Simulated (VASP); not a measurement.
Wanted: the native input for a VASP 6.6.1 run.

* Task: single point
* Functional: PBE
* Potentials or basis: VASP PAW PBE potentials, release 64 (Li_sv, Mg, H)
* Cutoff: 520 eV
* k mesh: 6 × 6 × 4
* Occupations: gaussian, width 0.1 eV
* Spin: no spin polarisation
* Dipole correction: no
* Further INCAR settings: ALGO = Normal; EDIFF = 1e-06; NBANDS = 13

The structure of LiMg3H lies in POSCAR:

```
LiMg3H
1.0
    4.4249037900      0.0000000000      0.0000000000
   -2.2124519000      3.8320791000      0.0000000000
    0.0000000000      0.0000000000      5.0242738700
Li Mg H
1 3 1
Direct
    0.0000000000      0.0000000000      0.0000000000
    0.5000000000      0.0000000000      0.0000000000
    0.0000000000      0.5000000000      0.0000000000
    0.5000000000      0.5000000000      0.0000000000
    0.0000000000      0.0000000000      0.5000000000
```

The input as run:

INCAR

```
SYSTEM = LiMg3H
PREC     = Accurate       ! precision mode
ENCUT    = 520            ! plane-wave cutoff, eV
EDIFF    = 1E-6           ! SCF threshold, eV
ISMEAR   = 0              ! smearing method
SIGMA    = 0.1            ! smearing width, eV
LREAL    = .FALSE.        ! projectors in reciprocal space
LASPH    = .TRUE.         ! aspherical terms in the spheres
NELM     = 100            ! most SCF steps
ALGO     = Normal         ! electronic algorithm
ISIF     = 2              ! what is computed and relaxed
LWAVE    = .FALSE.        ! write WAVECAR
LCHARG   = .FALSE.        ! write CHGCAR
GGA      = PE             ! functional
NBANDS   = 13             ! bands
```

KPOINTS

```
regular mesh
0
G
  6 6 4
  0 0 0
```

Potentials or basis: VASP PAW PBE potentials, release 64 (Li_sv, Mg, H).

Launch:

```bash
$ cat potpaw_PBE.64/Li_sv/POTCAR potpaw_PBE.64/Mg/POTCAR potpaw_PBE.64/H/POTCAR > POTCAR
$ mpirun -np 1 vasp_std > vasp.out
```

Results of the run:

The band gap on the k mesh is zero (band 5 reaches 2.50 eV, above the bottom of band 6 at 1.54 eV).

Wall time 32 s on 1 thread of Intel(R) Xeon(R) Platinum 8375C CPU @ 2.90GHz (Ice Lake), on a shared host, peak memory 0.21 GiB.
